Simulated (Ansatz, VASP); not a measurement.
# Bi in VASP and in Ansatz

```
Bi
1.0
     2.26750    1.30914    3.93800
    -2.26750    1.30914    3.93800
     0.00000   -2.61828    3.93800
Bi
2
Direct
  0.23400 0.23400 0.23400
  0.76600 0.76600 0.76600
```

Change from the starting cell: shortest bond scaled by 1, PAW files.

Alike in both runs: task single point; functional PBE; k mesh 8 × 8 × 8; occupations fermi-dirac, width 0.05 eV; no spin polarisation.

|  | VASP | Ansatz |
| --- | --- | --- |
| version | VASP 6.6.1 | Ansatz 0.2.0 |
| potentials or method | VASP PAW PBE potentials, release 64 (Bi_d) | PAW with Ansatz's default frozen-core files, scalar-relativistic |
| plane-wave cutoff (eV) | 520 | 420 |
| valence electrons in the cell | 30 | 30 |

Ansatz gave:

| Quantity | Value |
| --- | --- |
| pressure (GPa) | 2.2 |
| rms of the force components (eV/Å) | 0.104 |

Which values does VASP return?

Pressure (GPa): 2.1; rms of the force components (eV/Å): 0.108.

Atom by atom the forces differ by 0.004 eV/Å (rms over components). With one functional, cell and mesh, what is left measures potentials, basis and numerics.

Spin-orbit coupling is off throughout.
